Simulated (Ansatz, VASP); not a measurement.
## In: VASP beside Ansatz

```
In
1.0
     6.16029    0.00000    0.00000
     0.00000    6.16029    0.00000
     0.00000    0.00000    6.16029
In
8
Direct
  0.00000 0.00000 0.00000
  0.50000 0.50000 0.50000
  0.25000 0.00000 0.50000
  0.75000 0.00000 0.50000
  0.50000 0.25000 0.00000
  0.50000 0.75000 0.00000
  0.00000 0.50000 0.25000
  0.00000 0.50000 0.75000
```

Alike in both runs: functional revPBE; k mesh 5 × 5 × 5; occupations fermi-dirac, width 0.1 eV; no spin polarisation.

Ansatz relaxed the structure, and its values are those at the end. VASP's run is a single point on that final structure, the one shown.

|  | VASP | Ansatz |
| --- | --- | --- |
| version | VASP 6.6.1 | Ansatz 0.2.0 |
| potentials or method | VASP PAW PBE potentials, release 64 (In_d), cutoff 520 eV | plane waves (420 eV) with PAW, scalar-relativistic |
| valence electrons in the cell | 104 | 104 |

|  | VASP | Ansatz | Ansatz less VASP |
| --- | --- | --- | --- |
| pressure (GPa) | 0.0 | 0.0 | +0.04 |

VASP's potentials were made for PBE, not for revPBE.
